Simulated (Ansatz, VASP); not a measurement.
**Co in VASP and in Ansatz**

```
Co
1.0
    -2.16874    2.16874    1.18309
     2.16874   -2.16874    1.18309
     2.16874    2.16874   -1.18309
Co
2
Cartesian
  0.0000 0.0000 0.0000
  0.0000 2.1687 0.5915
```

Alike in both runs: task single point; functional PBE; k mesh 8 × 8 × 8; occupations gaussian, width 0.1 eV; collinear spin.

|  | VASP | Ansatz |
| --- | --- | --- |
| version | VASP 6.6.1 | Ansatz 0.2.0 |
| potentials or method | VASP PAW PBE potentials, release 64 (Co), cutoff 520 eV | scalar-relativistic, plane waves, PAW |
| valence electrons in the cell | 18 | 34 |

|  | VASP | Ansatz | Ansatz less VASP |
| --- | --- | --- | --- |
| gap on the k mesh at the Fermi level (eV) | none | none | - |
| pressure (GPa) | 15.9 | 17.2 | +1.27 |
| traceless stress, the component that is largest in VASP (GPa) | -4.51 | -4.81 | -0.297 |
| net moment per atom (μB) | 1.72 | 1.74 | +0.014 |
| size of the moment on the site where the two differ most (μB) | 1.72 | 1.76 | +0.035 |

Site moments also hang on the region over which each program counts them. A gap of «none» marks a metal or a gap that the smearing closes. The functional is the same, so the differences come from potentials, cutoffs and numerics. VASP's potentials hold 18 valence electrons a cell and Ansatz's 34, so a difference there can come from the potentials and not from the codes.

The k mesh is coarse, so the values compare programs but aren't converged.
